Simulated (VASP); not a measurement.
# Sc2SbP3 (R-3m) in VASP: further runs

Runs on Sc2SbP3. Level: PBE. Tasks: single point.

All numbers are computed with VASP 6.6.1; they aren't measurements. Logs are shortened: lines on timing, memory, paths and dates and some standing lists are left out, and cuts for length are marked.

## (1) The cell of the first run

It takes space group R-3m (No. 166, trigonal). The conventional cell has a = 5.699 Å, b = 5.699 Å, c = 14.083 Å, α = 90.00°, β = 90.00°, γ = 120.00°. Sc (site symmetry 3m) has 9 P at 3.33 to 3.40 Å and 3 Sb at 3.35 Å and 4 Sc at 3.44 to 3.52 Å within 4.4 Å. Sb (site symmetry -3m) has 6 P at 2.87 Å and 6 Sc at 3.35 Å within 3.8 Å. Within 3.8 Å of P (site symmetry 2/m) lie 4 P at 2.85 Å and 2 Sb at 2.87 Å and 6 Sc at 3.33 to 3.40 Å.

The cell was generated, and may not be a known phase.

## (2) Single point, PBE

The input, INCAR:

```
SYSTEM = Sc2SbP3
  ALGO = Normal
  EDIFF = 1E-6
  ENCUT = 520
  GGA = PE
  ISIF = 2
  ISMEAR = 0
  LASPH = .TRUE.
  LCHARG = .FALSE.
  LREAL = .FALSE.
  LWAVE = .FALSE.
  NBANDS = 30
  NELM = 60
  PREC = Accurate
  SIGMA = 0.1
```

The input, KPOINTS:

```
k-points
0
G
  6 6 6
  0 0 0
```

The input, POSCAR:

```
Sc2SbP3
1.0
    2.8496572100      1.6452503600      4.6944419100
   -2.8496572100      1.6452503600      4.6944419100
    0.0000000000     -3.2905007200      4.6944419100
Sc Sb P
2 1 3
Direct
    0.3777274200      0.3777274200      0.3777274200
    0.6222725800      0.6222725800      0.6222725800
    0.0000000000      0.0000000000      0.0000000000
    0.0000000000      0.5000000000      0.0000000000
    0.0000000000      0.0000000000      0.5000000000
    0.5000000000      0.0000000000      0.0000000000
```

Potentials or basis: VASP PAW PBE potentials, release 64 (Sc_sv, Sb, P).

The run is started by

```sh
$ cat potpaw_PBE.64/Sc_sv/POTCAR potpaw_PBE.64/Sb/POTCAR potpaw_PBE.64/P/POTCAR > POTCAR
$ mpirun -np 1 vasp_std > vasp.out
```

OUTCAR:

```text
SYSTEM = Sc2SbP3
   EDIFF = 1E-6
   ENCUT = 520
   GGA = PE
   ISIF = 2
   ISMEAR = 0
   LASPH = .TRUE.
   LREAL = .FALSE.
   NELM = 60
   PREC = Accurate

 ion  position               nearest neighbor table
   1  0.378  0.378  0.378-   3 3.35   3 3.35   3 3.35
   2  0.622  0.622  0.622-   3 3.35   3 3.35   3 3.35
   3  0.000  0.000  0.000-   4 2.87   6 2.87   4 2.87   6 2.87   5 2.87   5 2.87   1 3.35   2 3.35
                             1 3.35   2 3.35   1 3.35   2 3.35
   4  0.000  0.500  0.000-   6 2.85   6 2.85   5 2.85   5 2.85   3 2.87   3 2.87
   5  0.000  0.000  0.500-   4 2.85   6 2.85   4 2.85   6 2.85   3 2.87   3 2.87
   6  0.500  0.000  0.000-   4 2.85   4 2.85   5 2.85   5 2.85   3 2.87   3 2.87

  LATTYP: Found a trigonal (rhomboedric) cell.
 ALAT       =     5.7328160452
 COS(alpha) =     0.5058267578

  Lattice vectors:

 A1 = (   2.8496572100,   1.6452503600,   4.6944419100)
 A2 = (  -2.8496572100,   1.6452503600,   4.6944419100)
 A3 = (   0.0000000000,  -3.2905007200,   4.6944419100)

Analysis of symmetry for initial positions (statically):
=====================================================================
 Subroutine PRICEL returns:
 Original cell was already a primitive cell.

 Routine SETGRP: Setting up the symmetry group for a
 trigonal (rhombohedral) supercell.

 Subroutine GETGRP returns: Found 12 space group operations
 (whereof 12 operations were pure point group operations)
 out of a pool of 12 trial point group operations.

The static configuration has the point symmetry D_3d.

Analysis of symmetry for dynamics (positions and initial velocities):
=====================================================================
 Subroutine PRICEL returns:
 Original cell was already a primitive cell.

 Routine SETGRP: Setting up the symmetry group for a
 trigonal (rhombohedral) supercell.

 Subroutine GETGRP returns: Found 12 space group operations
 (whereof 12 operations were pure point group operations)
 out of a pool of 12 trial point group operations.

The dynamic configuration has the point symmetry D_3d.

 Subroutine INISYM returns: Found 12 space group operations
 (whereof 12 operations are pure point group operations),
 and found     1 'primitive' translations

----------------------------------------------------------------------------------------

                                     Primitive cell

  volume of cell :     132.0565

  direct lattice vectors                    reciprocal lattice vectors
     2.849657210  1.645250360  4.694441910     0.175459700  0.101301705  0.071005955
    -2.849657210  1.645250360  4.694441910    -0.175459700  0.101301705  0.071005955
     0.000000000 -3.290500720  4.694441910     0.000000000 -0.202603410  0.071005955

  length of vectors
     5.732816045  5.732816045  5.732816048     0.214685788  0.214685788  0.214685788

  position of ions in fractional coordinates (direct lattice)
     0.377727420  0.377727420  0.377727420
     0.622272580  0.622272580  0.622272580
     0.000000000  0.000000000  0.000000000
     1.000000000  0.500000000  0.000000000
     0.000000000  0.000000000  0.500000000
     0.500000000  1.000000000  0.000000000

  ion indices of the primitive-cell ions
   primitive index   ion index
                 1           1
                 2           2
                 3           3
                 4           4
                 5           5
                 6           6

----------------------------------------------------------------------------------------

 KPOINTS: k-points

Automatic generation of k-mesh.
 Grid dimensions read from file:
 generate k-points for:    6    6    6

 Generating k-lattice:

  Cartesian coordinates                     Fractional coordinates (reciprocal lattice)
     0.029243283  0.016883618  0.011834326     0.166666667 -0.000000000 -0.000000000
    -0.029243283  0.016883618  0.011834326    -0.000000000  0.166666667 -0.000000000
     0.000000000 -0.033767235  0.011834326    -0.000000000 -0.000000000  0.166666667

  Length of vectors
     0.035780965  0.035780965  0.035780965

  Shift w.r.t. Gamma in fractional coordinates (k-lattice)
     0.000000000  0.000000000  0.000000000

 Subroutine IBZKPT returns following result:
 ===========================================

 Found     32 irreducible k-points:

 Following reciprocal coordinates:
            Coordinates               Weight
  0.000000  0.000000  0.000000      1.000000
  0.166667 -0.000000  0.000000      6.000000
  0.333333  0.000000 -0.000000      6.000000
  0.500000 -0.000000  0.000000      3.000000
  0.166667  0.166667  0.000000      6.000000
  0.333333  0.166667 -0.000000     12.000000
[... 16 lines left out ...]
  0.500000  0.500000  0.166667      6.000000
 -0.333333  0.500000  0.166667     12.000000
 [... further k-points ...]
   k-points           NKPTS =     32   k-points in BZ     NKDIM =     32   number of bands    NBANDS=     30
   number of dos      NEDOS =    301   number of ions     NIONS =      6
   total plane-waves  NPLWV = 110592
   dimension x,y,z NGX =    48 NGY =   48 NGZ =   48
   dimension x,y,z NGXF=    96 NGYF=   96 NGZF=   96
   ions per type =               2   1   3
   NGX,Y,Z   is equivalent  to a cutoff of  13.92, 13.92, 13.92 a.u.
   NGXF,Y,Z  is equivalent  to a cutoff of  27.84, 27.84, 27.84 a.u.
 SYSTEM =  Sc2SbP3
   PREC   = accura    normal or accurate (medium, high low for compatibility)
   ISTART =      0    job   : 0-new  1-cont  2-samecut
   ICHARG =      2    charge: 1-file 2-atom 10-const
   ISPIN  =      1    spin polarized calculation?
   LNONCOLLINEAR =      F non collinear calculations
   LSORBIT =      F    spin-orbit coupling
   LASPH  =      T    aspherical Exc in radial PAW
   ENCUT  =  520.0 eV  38.22 Ry    6.18 a.u.  10.66 10.66 10.66*2*pi/ulx,y,z
   NELM   =     60;   NELMIN=  2; NELMDL= -5     # of ELM steps
   EDIFF  = 0.1E-05   stopping-criterion for ELM
   LREAL  =      F    real-space projection
   EDIFFG = 0.1E-04   stopping-criterion for IOM
   NSW    =      0    number of steps for IOM
   IBRION =     -1    ionic relax: 0-MD 1-quasi-New 2-CG
   NFREE  =      0    steps in history (QN), initial steepest desc. (CG)
   ISIF   =      2    stress and relaxation
   ISYM   =      2    0-nonsym 1-usesym 2-fastsym
   POTIM  = 0.5000    time-step for ionic-motion
   TEBEG  =    0.0;   TEEND  =   0.0 temperature during run
   PSTRESS=    0.0 pullay stress
   NELECT =      42.0000    total number of electrons
   NUPDOWN=      -1.0000    fix difference up-down
   EMIN   =  10.00;   EMAX   =-10.00  energy-range for DOS
   EFERMI =   0.00;   METHOD = LEGACY
   ISMEAR =     0;   SIGMA  =   0.10  broadening in eV -4-tet -1-fermi 0-gaus
   EFERMI_NEDOS =   21; number of points for ismear=-14 and -15
   IALGO  =     38    algorithm
   IMIX   =      4    mixing-type and parameters
     AMIX     =   0.40;   BMIX     =  1.00
     AMIX_MAG =   1.60;   BMIX_MAG =  1.00
  volume/ion in A,a.u.               =      22.01       148.53
  Fermi-wavevector in a.u.,A,eV,Ry     =   1.117475  2.111722 16.990293  1.248751
  Thomas-Fermi vector in A             =   2.254098
   LORBIT       =      0    0 simple, 1 ext, 2 COOP (PROOUT), +10 PAW based schemes
   GGA     = PE    functional components
   LHFCALC =     F    Hartree Fock is set to
   AEXX    =    0.0000 exact exchange contribution
   IVDW    =     0    specifies the selected vdW correction
   LEPSILON=     F    determine dielectric tensor
   LRPA    =     F    only Hartree local field effects (RPA)
 non-spin polarized calculation
 Gauss-broadening in eV      SIGMA  =   0.10
  energy-cutoff  :      520.00
  volume of cell :      132.06
 maximum number of plane-waves:      3584
 NGX is ok and might be reduce to    48
   NGX = 21   NGY = 21   NGZ = 21

 number of electron      42.0000004 magnetization

 Free energy of the ion-electron system (eV)
  ---------------------------------------------------
  ext. energy  EPLUGINS =         0.00000000
  ---------------------------------------------------
  free energy    TOTEN  =       -32.16218896 eV

  energy without entropy =      -32.12321592  energy(sigma->0) =      -32.14270244

 E-fermi :   6.3792     XC(G=0): -10.0843

 val. band max:        6.3661409791   @ k =  -0.3333   0.5000   0.3333
 cond. band min:       6.3847800834   @ k =  -0.3333   0.5000   0.1667
 fundamental gap:      0.0186391044
 Fermi energy:         6.3792377844

 k-point     1 :       0.0000    0.0000    0.0000
  band No.  band energies     occupation
      1     -44.1219      2.00000
      2     -44.1062      2.00000
      3     -22.7598      2.00000
      4     -22.7460      2.00000
      5     -22.7460      2.00000
      6     -22.6988      2.00000
[... 22 lines left out ...]
     29       8.7096      0.00000
     30       8.7120      0.00000

 k-point     2 :       0.1667   -0.0000    0.0000
  band No.  band energies     occupation
      1     -44.1212      2.00000
      2     -44.1069      2.00000
      3     -22.7607      2.00000
      4     -22.7475      2.00000
      5     -22.7464      2.00000
      6     -22.6992      2.00000
[... 22 lines left out ...]
     29       8.5442      0.00000
     30       8.7073      0.00000

 k-point     3 :       0.3333    0.0000   -0.0000
  band No.  band energies     occupation
      1     -44.1194      2.00000
      2     -44.1087      2.00000
      3     -22.7625      2.00000
      4     -22.7504      2.00000
      5     -22.7470      2.00000
      6     -22.7001      2.00000
[... 22 lines left out ...]
     29       8.2155      0.00000
     30       8.5438      0.00000

 k-point     4 :       0.5000   -0.0000    0.0000
  band No.  band energies     occupation
      1     -44.1182      2.00000
      2     -44.1098      2.00000
      3     -22.7634      2.00000
      4     -22.7516      2.00000
      5     -22.7472      2.00000
      6     -22.7005      2.00000
[... 22 lines left out ...]
     29       8.1409      0.00000
     30       8.4751      0.00000

 k-point     5 :       0.1667    0.1667    0.0000
  band No.  band energies     occupation
      1     -44.1208      2.00000
      2     -44.1072      2.00000
      3     -22.7608      2.00000
      4     -22.7495      2.00000
      5     -22.7446      2.00000
      6     -22.7019      2.00000
[... 22 lines left out ...]
     29       8.6292      0.00000
     30       8.8200      0.00000
[... 526 lines left out ...]
     29       8.0726      0.00000
     30       8.4261      0.00000

 k-point    22 :      -0.1667    0.3333    0.1667
  band No.  band energies     occupation
      1     -44.1177      2.00000
      2     -44.1104      2.00000
      3     -22.7652      2.00000
      4     -22.7560      2.00000
      5     -22.7367      2.00000
      6     -22.7113      2.00000
[... 22 lines left out ...]
     29       8.2496      0.00000
     30       8.4453      0.00000

 k-point    23 :       0.5000    0.5000    0.1667
  band No.  band energies     occupation
      1     -44.1156      2.00000
      2     -44.1124      2.00000
      3     -22.7654      2.00000
      4     -22.7567      2.00000
      5     -22.7330      2.00000
      6     -22.7169      2.00000
[... 22 lines left out ...]
     29       8.2351      0.00000
     30       8.4848      0.00000

 k-point    24 :      -0.3333    0.5000    0.1667
  band No.  band energies     occupation
      1     -44.1146      2.00000
      2     -44.1134      2.00000
      3     -22.7664      2.00000
      4     -22.7581      2.00000
      5     -22.7252      2.00000
      6     -22.7240      2.00000
[... 22 lines left out ...]
     29       8.1653      0.00000
     30       8.2676      0.00000

 [... further k-points ...]

------------------------ aborting loop because EDIFF is reached ----------------------------------------

  FORCE on cell =-STRESS in cart. coord.  units (eV):
  Direction    XX          YY          ZZ          XY          YZ          ZX
  --------------------------------------------------------------------------------------
  -------------------------------------------------------------------------------------
  Total       -6.9849983     -6.9849983     -4.7012174      0.0000000     -0.0000000      0.0000000
  in kB      -84.7455792    -84.7455795    -57.0375786      0.0000000     -0.0000000      0.0000000
  external PRESSURE =     -75.5095791 kB  Pullay stress =       0.0000000 kB

 VOLUME and BASIS-vectors are now :
 -----------------------------------------------------------------------------
  energy-cutoff  :      520.00
  volume of cell :      132.06
      direct lattice vectors                 reciprocal lattice vectors
     2.849657210  1.645250360  4.694441910     0.175459700  0.101301705  0.071005955
    -2.849657210  1.645250360  4.694441910    -0.175459700  0.101301705  0.071005955
     0.000000000 -3.290500720  4.694441910     0.000000000 -0.202603410  0.071005955

 POSITION                                       TOTAL-FORCE (eV/Angst)
 -----------------------------------------------------------------------------------
      0.00000      0.00000      5.31966         0.000000      0.000000      0.139124
      0.00000      0.00000      8.76367         0.000000     -0.000000     -0.139124
      0.00000      0.00000      0.00000         0.000000      0.000000      0.000000
     -1.42483      0.82263      2.34722        -0.000000      0.000000     -0.000000
      0.00000     -1.64525      2.34722        -0.000000      0.000000     -0.000000
      1.42483      0.82263      2.34722         0.000000      0.000000     -0.000000
 -----------------------------------------------------------------------------------
    total drift:                                0.000000     -0.000000      0.000000

  FREE ENERGIE OF THE ION-ELECTRON SYSTEM (eV)
  ---------------------------------------------------
  free  energy   TOTEN  =       -32.1621889594 eV

  energy  without entropy=      -32.1232159205  energy(sigma->0) =      -32.14270244
```

It took 1.9 min on 1 thread of Intel Xeon 6975P-C (Granite Rapids), shared host; peak memory 0.37 GiB.

Results:

```
Free energy            : -32.1622 eV
Pressure               : -7.6 GPa
Largest force          : 0.139 eV/Å
Band gap on the k mesh : zero (bands 21 and 22 overlap by 1.54 eV)
```

Forces in eV/Å, atoms in the order of the input:
```
Sc   0.000  0.000  0.139
Sc   0.000  0.000 -0.139
Sb   0.000  0.000  0.000
P    0.000  0.000  0.000
P    0.000  0.000  0.000
P    0.000  0.000  0.000
```

Levels at points of the mesh, in eV from the Fermi level:
```csv
k point,band 17,band 18,band 19,band 20,band 21,band 22,band 23,band 24,band 25,band 26
"(0.00, 0.00, 0.00)",-3.68,-3.68,-1.12,0.32,0.32,0.50,1.68,1.68,2.05,2.05
"(0.50, 0.00, 0.00)",-1.96,-1.89,-1.69,-1.66,-1.36,-0.74,0.94,1.02,1.05,1.30
"(0.50, 0.50, 0.00)",-1.80,-1.69,-1.66,-1.60,-1.39,-1.22,0.08,0.15,1.24,1.43
"(0.50, 0.50, 0.50)",-1.98,-1.74,-1.74,-0.93,-0.82,-0.37,1.06,1.06,1.20,1.22
```

Caveat: the cell stands under tension; spin-orbit coupling is left out, which moves the levels of the heavy elements.

## (3) Single point, PBE

This run uses another cell than the first one, of 20.26 Å³/atom.

The input, INCAR:

```
PREC     = Accurate       # precision mode
ENCUT    = 520            # plane-wave cutoff, eV
EDIFF    = 1E-7           # SCF threshold, eV
ISMEAR   = 0              # smearing method
SIGMA    = 0.1            # smearing width, eV
LREAL    = F              # projectors in reciprocal space
LASPH    = T              # aspherical terms in the spheres
NELM     = 80             # most SCF steps
ALGO     = Normal         # electronic algorithm
ISIF     = 2              # what is computed and relaxed
LWAVE    = F              # write WAVECAR
LCHARG   = T              # write CHGCAR
GGA      = PE             # functional
LELF     = T              # ELF
LVHAR    = T            
NBANDS   = 30             # bands
```

The input, KPOINTS:

```
Automatic mesh
0
Gamma
  6 6 6
```

The input, POSCAR:

```
Sc2SbP3
1.0
    2.3291516039      1.3447363055      6.4690645552
   -2.3291516039      1.3447363055      6.4690645552
    0.0000000000     -2.6894726110      6.4690645552
Sc Sb P
2 1 3
Direct
    0.4133401694      0.4133401694      0.4133401694
    0.5866598306      0.5866598306      0.5866598306
    0.0000000000      0.0000000000      0.0000000000
    0.0000000000      0.5000000000      0.0000000000
    0.0000000000      0.0000000000      0.5000000000
    0.5000000000      0.0000000000      0.0000000000
```

Potentials or basis: VASP PAW PBE potentials, release 64 (Sc_sv, Sb, P).

The run is started by

```sh
$ cat potpaw_PBE.64/Sc_sv/POTCAR potpaw_PBE.64/Sb/POTCAR potpaw_PBE.64/P/POTCAR > POTCAR
$ mpirun -np 1 vasp_std > vasp.out
```

Run time: 3.1 min. Hardware: 1 thread of Intel Xeon 6975P-C (Granite Rapids), shared host; peak memory 0.41 GiB.

It converged, with:

```yaml
Free_energy: -34.7510 eV
Pressure: 0.0 GPa
Largest_force: 0.032 eV/Å
Band_gap_on_the_k_mesh: zero (bands 21 and 22 overlap by 1.23 eV)
```

Forces on the atoms (eV/Å):
```
Sc   0.000  0.000 -0.032
Sc   0.000  0.000  0.032
Sb   0.000  0.000  0.000
P    0.000  0.000  0.000
P    0.000  0.000  0.000
P    0.000  0.000  0.000
```

Levels at points of the mesh, in eV from the Fermi level:
```
           k point  band 17  band 18  band 19  band 20  band 21  band 22  band 23  band 24  band 25  band 26
(0.00, 0.00, 0.00)    -2.15    -2.15    -0.73     0.64     0.87     0.87     1.00     1.00     1.85     1.85
(0.50, 0.00, 0.00)    -2.04    -1.39    -0.66    -0.63    -0.34    -0.23     0.56     0.63     1.27     1.43
(0.50, 0.50, 0.00)    -1.89    -1.52    -0.63    -0.58    -0.34     0.25     0.26     1.20     1.30     1.46
(0.50, 0.50, 0.50)    -2.48    -1.09    -1.09    -1.06    -1.06    -0.36     1.65     1.65     1.69     1.69
```

Caveat: spin-orbit coupling is left out, which moves the levels of the heavy elements.

The gap in the log of VASP goes by the Fermi energy; the results here count the filled bands.